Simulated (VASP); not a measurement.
# B14HN14 (a cell with a defect) in VASP: notebook

B14HN14 (a cell with a defect) is run at these levels: PBE; tasks: single point.

Program: VASP 6.6.1. These are calculated values, not measurements. Logs are shortened: lines on timing, memory, paths and dates and some standing lists are left out, and cuts for length are marked.

## 1. The cell of the first run

The cell holds a defect, 29 atoms: a = 6.647 Å, b = 6.647 Å, c = 8.343 Å, α = 90.00°, β = 90.00°, γ = 120.00°.

## 2. Single point, PBE

INCAR reads:

```
SYSTEM = B14HN14
PREC     = Accurate       ! precision mode
ENCUT    = 520            ! plane-wave cutoff, eV
EDIFF    = 1E-6           ! SCF threshold, eV
ISMEAR   = 0              ! smearing method
SIGMA    = 0.02           ! smearing width, eV
LREAL    = Auto         
LASPH    = .True.         ! aspherical terms in the spheres
NELM     = 60             ! most SCF steps
ALGO     = Normal         ! electronic algorithm
ISIF     = 2              ! what is computed and relaxed
LWAVE    = .False.        ! write WAVECAR
LCHARG   = .False.        ! write CHGCAR
GGA      = PE             ! functional
NELECT   = 114.0        
NBANDS   = 76             ! bands
```

KPOINTS reads:

```
Automatic mesh
0
Gamma
  2 2 2
  0 0 0
```

POSCAR reads:

```
B14HN14
1.0
    6.2804528854     -2.1756126984      0.0000000000
   -5.0243623083     -4.3512253968      0.0000000000
    0.0000000000      0.0000000000     -8.3431560662
B N H
14 14 1
Direct
    0.1994989981      0.6393062167      0.7268845209
    0.4863231271      0.4948967320      0.7220350371
    1.0596130744      0.2121658282      0.7865717659
    0.7766667152      0.3562821713      0.7222791893
    0.3464796875      0.0720209513      0.7266391701
    0.9152337460      0.7852185370      0.7222912951
    0.6322418403      0.9250710448      0.7268758911
    0.2288586478      0.6452249571      0.2555296800
    0.5143208702      0.5026822985      0.2554051468
    0.0858107357      0.2169205196      0.2527497968
    0.8002712007      0.3595193700      0.2559465487
    0.3713759556      0.0740583918      0.2555706717
   -0.0566337444      0.7886201657      0.2553616381
    0.6577259753      0.9316083738      0.2560948139
   -0.0092569816      0.5978685013      0.2549668235
    0.2766586349      0.4552618585      0.2555868526
    0.8475300507      0.1692830852      0.2570521255
    0.5621265397      0.3121889211      0.2549523206
    0.1336253657      0.0262827013      0.2555281219
    0.7050612580      0.7408080437      0.2549591525
    0.4192873026      0.8836017144      0.2555010338
    0.4392862968      0.6873144647      0.7255264018
    0.7261022012      0.5454727380      0.7119697813
    0.3005845206      0.2602463437      0.7314282451
    1.0112962820      0.4051801059      0.7321381683
    0.5842314817      0.1168302083      0.7255411444
    0.1547020649      0.8322538809      0.7255624792
    0.8663572836      0.9709674188      0.7321108405
    0.0605952253      0.2123374852     -0.0613191214
```

Potentials or basis: VASP PAW PBE potentials, release 64 (B, N, H).

The run is started by

```bash
$ cat potpaw_PBE.64/B/POTCAR potpaw_PBE.64/N/POTCAR potpaw_PBE.64/H/POTCAR > POTCAR
$ mpirun -np 1 vasp_std > vasp.out
```

OUTCAR:

```text
SYSTEM = B14HN14
   PREC = Accurate
   ENCUT = 520
   EDIFF = 1E-6
   ISMEAR = 0
   LREAL = Auto
   LASPH = .True.
   NELM = 60
   ISIF = 2
   GGA = PE
   NELECT = 114.0

 ion  position               nearest neighbor table
   1  0.199  0.639  0.727-  25 1.43  27 1.45  22 1.46
   2  0.486  0.495  0.722-  24 1.43  23 1.46  22 1.46
   3  0.060  0.212  0.787-  29 1.27  25 1.54  24 1.54  28 1.54
   4  0.777  0.356  0.722-  25 1.43  23 1.46  26 1.46
   5  0.346  0.072  0.727-  24 1.43  26 1.45  27 1.46
   6  0.915  0.785  0.722-  28 1.43  23 1.46  27 1.46
   7  0.632  0.925  0.727-  28 1.43  22 1.45  26 1.46
   8  0.229  0.645  0.256-  16 1.45  15 1.45  21 1.45
   9  0.514  0.503  0.255-  16 1.45  20 1.45  18 1.45
[... 17 lines left out ...]
  27  0.155  0.832  0.726-   1 1.45   5 1.46   6 1.46
  28  0.866  0.971  0.732-   6 1.43   7 1.43   3 1.54
  29  0.061  0.212  0.939-   3 1.27

  LATTYP: Found a hexagonal cell.
 ALAT       =     6.6466065822
 C/A-ratio  =     1.2552504745

  Lattice vectors:

 A1 = (   6.2804528854,  -2.1756126984,   0.0000000000)
 A2 = (  -5.0243623083,  -4.3512253968,   0.0000000000)
 A3 = (   0.0000000000,   0.0000000000,  -8.3431560662)

Analysis of symmetry for initial positions (statically):
=====================================================================
 Subroutine PRICEL returns:
 Original cell was already a primitive cell.

 Routine SETGRP: Setting up the symmetry group for a
 hexagonal supercell.

 Subroutine GETGRP returns: Found  1 space group operations
 (whereof  1 operations were pure point group operations)
 out of a pool of 24 trial point group operations.

The static configuration has the point symmetry C_1 .

Analysis of symmetry for dynamics (positions and initial velocities):
=====================================================================
 Subroutine PRICEL returns:
 Original cell was already a primitive cell.

 Routine SETGRP: Setting up the symmetry group for a
 hexagonal supercell.

 Subroutine GETGRP returns: Found  1 space group operations
 (whereof  1 operations were pure point group operations)
 out of a pool of 24 trial point group operations.

The dynamic configuration has the point symmetry C_1 .

 Subroutine INISYM returns: Found  1 space group operations
 (whereof  1 operations are pure point group operations),
 and found     1 'primitive' translations

----------------------------------------------------------------------------------------
[... 136 lines left out ...]
   ISIF   =      2    stress and relaxation
   ISYM   =      2    0-nonsym 1-usesym 2-fastsym
   POTIM  = 0.5000    time-step for ionic-motion
   TEBEG  =    0.0;   TEEND  =   0.0 temperature during run
   PSTRESS=    0.0 pullay stress
   NELECT =     114.0000    total number of electrons
   NUPDOWN=      -1.0000    fix difference up-down
   EMIN   =  10.00;   EMAX   =-10.00  energy-range for DOS
   EFERMI =   0.00;   METHOD = LEGACY
   ISMEAR =     0;   SIGMA  =   0.02  broadening in eV -4-tet -1-fermi 0-gaus
   EFERMI_NEDOS =   21; number of points for ismear=-14 and -15
   IALGO  =     38    algorithm
   IMIX   =      4    mixing-type and parameters
     AMIX     =   0.40;   BMIX     =  1.00
     AMIX_MAG =   1.60;   BMIX_MAG =  1.00
  volume/ion in A,a.u.               =      11.01        74.28
  Fermi-wavevector in a.u.,A,eV,Ry     =   1.161510  2.194935 18.355681  1.349105
  Thomas-Fermi vector in A             =   2.298081
   LORBIT       =      0    0 simple, 1 ext, 2 COOP (PROOUT), +10 PAW based schemes
   GGA     = PE    functional components
   LHFCALC =     F    Hartree Fock is set to
   AEXX    =    0.0000 exact exchange contribution
   IVDW    =     0    specifies the selected vdW correction
   LEPSILON=     F    determine dielectric tensor
   LRPA    =     F    only Hartree local field effects (RPA)
 non-spin polarized calculation
 Gauss-broadening in eV      SIGMA  =   0.02
  energy-cutoff  :      520.00
  volume of cell :      319.20
 maximum number of plane-waves:      8635
 NGX is ok and might be reduce to    50
   NGX = 25   NGY = 25   NGZ = 31

 number of electron     114.0000000 magnetization

 Free energy of the ion-electron system (eV)
  ---------------------------------------------------
  ext. energy  EPLUGINS =         0.00000000
  ---------------------------------------------------
  free energy    TOTEN  =      -245.65086067 eV

  energy without entropy =     -245.65086067  energy(sigma->0) =     -245.65086067

 E-fermi :   2.4073     XC(G=0):  -8.7462

 val. band max:        2.2566477746   @ k =   0.0000   0.0000   0.5000
 cond. band min:       4.6507876619   @ k =   0.5000   0.5000   0.0000
 fundamental gap:      2.3941398873
 Fermi energy:         2.4073253538

 k-point     1 :       0.0000    0.0000    0.0000
  band No.  band energies     occupation
      1     -17.7796      2.00000
      2     -16.0783      2.00000
      3     -15.4117      2.00000
      4     -15.4060      2.00000
      5     -15.4044      2.00000
      6     -15.3717      2.00000
[... 565 lines left out ...]
     68       7.4145      0.00000
     69       7.8333      0.00000
 [bands above 69 left out]

------------------------ aborting loop because EDIFF is reached ----------------------------------------

  FORCE on cell =-STRESS in cart. coord.  units (eV):
  Direction    XX          YY          ZZ          XY          YZ          ZX
  --------------------------------------------------------------------------------------
  -------------------------------------------------------------------------------------
  Total        7.0930633      7.0916326      5.8821128     -0.0093643     -0.0257271      0.0407479
  in kB       35.6027441     35.5955628     29.5245295     -0.0470030     -0.1291341      0.2045288
  external PRESSURE =      33.5742788 kB  Pullay stress =       0.0000000 kB

 VOLUME and BASIS-vectors are now :
 -----------------------------------------------------------------------------
  energy-cutoff  :      520.00
  volume of cell :      319.20
      direct lattice vectors                 reciprocal lattice vectors
     6.280452885 -2.175612698  0.000000000     0.113731562 -0.131325895  0.000000000
    -5.024362308 -4.351225397  0.000000000    -0.056865781 -0.164157369  0.000000000
     0.000000000  0.000000000 -8.343156066     0.000000000  0.000000000 -0.119858719

 POSITION                                       TOTAL-FORCE (eV/Angst)
 -----------------------------------------------------------------------------------
     -1.95916     -3.21580     -6.06451         0.004300     -0.004075      0.001238
      0.56779     -3.21146     -6.02405        -0.001153      0.001083      0.006188
     -0.69160     -1.05288     -6.56249         0.003587     -0.002638      0.012253
      3.08773     -3.23999     -6.02609         0.002083      0.002800      0.002445
      1.81419     -1.06719     -6.06246         0.000458     -0.000141      0.003835
      1.80286     -5.40786     -6.02619         0.004007     -0.004075      0.003016
[... 21 lines left out ...]
      0.56262     -6.10976     -6.10812        -0.000201      0.001240     -0.000842
     -0.68629     -1.05576     -7.83156         0.002008     -0.001043     -0.014604
 -----------------------------------------------------------------------------------
    total drift:                                0.002816     -0.001360      0.002596

  FREE ENERGIE OF THE ION-ELECTRON SYSTEM (eV)
  ---------------------------------------------------
  free  energy   TOTEN  =      -245.6508606702 eV

  energy  without entropy=     -245.6508606702  energy(sigma->0) =     -245.65086067
```

OSZICAR:

```text
N       E                     dE             d eps       ncg     rms          rms(c)
DAV:   1     0.648277321336E+03    0.64828E+03   -0.56427E+04  1216   0.137E+03
DAV:   2    -0.208078558630E+03   -0.85636E+03   -0.81903E+03  1560   0.319E+02
DAV:   3    -0.272267435352E+03   -0.64189E+02   -0.63692E+02  1440   0.921E+01
DAV:   4    -0.273716352953E+03   -0.14489E+01   -0.14463E+01  1496   0.148E+01
DAV:   5    -0.273755216242E+03   -0.38863E-01   -0.38846E-01  1480   0.230E+00    0.300E+01
DAV:   6    -0.248950314388E+03    0.24805E+02   -0.67952E+01  1360   0.268E+01    0.134E+01
DAV:   7    -0.246488113452E+03    0.24622E+01   -0.42427E+00  1416   0.718E+00    0.832E+00
DAV:   8    -0.245657063118E+03    0.83105E+00   -0.27832E+00  1392   0.539E+00    0.119E+00
DAV:   9    -0.245646007228E+03    0.11056E-01   -0.15000E-01  1412   0.148E+00    0.590E-01
DAV:  10    -0.245652470928E+03   -0.64637E-02   -0.27011E-02  1400   0.619E-01    0.208E-01
DAV:  11    -0.245652050451E+03    0.42048E-03   -0.42223E-03  1472   0.286E-01    0.105E-01
DAV:  12    -0.245651233327E+03    0.81712E-03   -0.19491E-03  1440   0.176E-01    0.635E-02
DAV:  13    -0.245650877031E+03    0.35630E-03   -0.78466E-04  1496   0.106E-01    0.262E-02
DAV:  14    -0.245650852124E+03    0.24906E-04   -0.16674E-04  1472   0.473E-02    0.165E-02
DAV:  15    -0.245650858701E+03   -0.65771E-05   -0.28053E-05  1432   0.215E-02    0.777E-03
DAV:  16    -0.245650860604E+03   -0.19024E-05   -0.82094E-06  1288   0.110E-02    0.219E-03
DAV:  17    -0.245650860670E+03   -0.66397E-07   -0.68888E-07  1024   0.364E-03
   1 F= -.24565086E+03 E0= -.24565086E+03  d E =-.315573E-27
```

Wall time 11 min (1 thread of AMD EPYC 7R13, shared host); peak memory 0.42 GiB.

Results:

```
Free energy   : -245.6509 eV
Largest force : 0.015 eV/Å
```

Forces in eV/Å, atoms in the order of the input:
```
B    0.004 -0.004  0.001
B   -0.001  0.001  0.006
B    0.004 -0.003  0.012
B    0.002  0.003  0.002
B    0.000  0.000  0.004
B    0.004 -0.004  0.003
B   -0.001 -0.002  0.000
B   -0.002  0.002  0.000
B    0.000  0.002  0.002
B   -0.001  0.002 -0.003
B   -0.003  0.000 -0.002
B    0.000  0.000  0.000
B   -0.002  0.001  0.000
B   -0.002 -0.001 -0.002
N   -0.001  0.000 -0.001
N   -0.002  0.001 -0.001
N    0.000  0.000  0.004
N   -0.001  0.001 -0.002
N   -0.001  0.001  0.000
N   -0.001  0.001 -0.001
N   -0.001  0.000 -0.001
N    0.000  0.000  0.000
N   -0.001 -0.001 -0.001
N    0.002 -0.001 -0.004
N   -0.001 -0.001 -0.001
N    0.002  0.000  0.000
N    0.000  0.001  0.000
N    0.000  0.001 -0.001
H    0.002 -0.001 -0.015
```

Caveat: the k points lie up to 0.55 Å⁻¹ apart; the cell carries a net charge on a neutralising background, which shifts energy and pressure; the cell is charged against a uniform background, so pressure and absolute levels hang on convention.

(Continued in part 2 of 2.)
